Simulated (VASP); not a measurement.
Ge, 8 atoms in the cell. The structure is orthorhombic, space group Cmcm (No. 63). Conventional cell: a = 6.923 Å, b = 7.143 Å, c = 3.738 Å, α = 90.00°, β = 90.00°, γ = 90.00°. Within 3.3 Å of Ge (site symmetry m) lie 5 Ge at 2.53 to 2.75 Å. Within 3.3 Å of Ge (site symmetry m) lie 5 Ge at 2.53 to 2.75 Å. 

| Item | Value |
| --- | --- |
| Program | VASP 6.6.1 |
| Task | single point |
| Functional | PBE |
| Potentials or basis | VASP PAW PBE potentials, release 64 (Ge_d) |
| Cutoff | 520 eV |
| k mesh | 6 × 4 × 2 |
| Occupations | gaussian, width 0.2 eV |
| Spin | no spin polarisation |
| Dipole correction | no |
| Further INCAR settings | ALGO = Normal; EDIFF = 1e-07; NBANDS = 66 |

Potentials or basis: VASP PAW PBE potentials, release 64 (Ge_d).

Launch:

```console
$ cat potpaw_PBE.64/Ge_d/POTCAR > POTCAR
$ mpirun -np 1 vasp_std > vasp.out
```

Hardware: 1 thread of Intel(R) Xeon(R) 6975P-C (Granite Rapids) (shared host).

How long does it take, and how much memory?

Run time: 2.6 min on 1 thread of Intel(R) Xeon(R) 6975P-C (Granite Rapids), on a shared host, peak memory 0.38 GiB. Counts: scf iterations 15, k points 24.
